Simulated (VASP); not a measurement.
Input of a VASP 6.6.1 run:

POSCAR

```
AlP
1.0
    0.0000000000      2.3606556518      2.3606556518
    2.3606556518      0.0000000000      2.3606556518
    2.3606556518      2.3606556518      0.0000000000
Al P
1 1
Direct
    0.0000000000      0.0000000000      0.0000000000
    0.2500000000      0.2500000000      0.2500000000
```

Contents of INCAR.step1:

```
SYSTEM = AlP
PREC = Accurate ; ENCUT = 550
ISMEAR = -1 ; SIGMA = 0.08
LREAL = .FALSE. ; LASPH = .TRUE.
NELM = 120 ; NBANDS = 11
GGA = PE ; ALGO = Normal
EDIFF = 1E-5 ; LWAVE = .TRUE.
LCHARG = .FALSE. ; GGA_COMPAT = .FALSE.
```

File INCAR.step2:

```
SYSTEM = AlP
PREC = Accurate ; ENCUT = 550
EDIFF = 1E-6 ; ISMEAR = -1
SIGMA = 0.08 ; LREAL = .FALSE.
LASPH = .TRUE. ; NELM = 120
ALGO = Normal ; ISIF = 2
LWAVE = .FALSE. ; LCHARG = .FALSE.
METAGGA = R2SCAN ; LMIXTAU = .TRUE.
NBANDS = 11 ; ISTART = 1
GGA_COMPAT = .FALSE.
```

Contents of KPOINTS:

```
Automatic mesh
0
G
  12 12 12
  0 0 0
```

Potentials or basis: VASP PAW PBE potentials, release 64 (Al, P).

Run with:

```sh
$ cat potpaw_PBE.64/Al/POTCAR potpaw_PBE.64/P/POTCAR > POTCAR
$ cp INCAR.step1 INCAR
$ mpirun -np 1 vasp_std > vasp.out
$ cp INCAR.step2 INCAR
$ mpirun -np 1 vasp_std > vasp.out
```

(1) What does it give for the pressure?

(2) Estimate the band gap on the k mesh.

Answers

(1) 95.7 GPa.

(2) 0.67 eV, indirect (least direct gap 3.90 eV).

Caveat: the PAW data sets were made with another functional, which shifts forces and pressure a little.
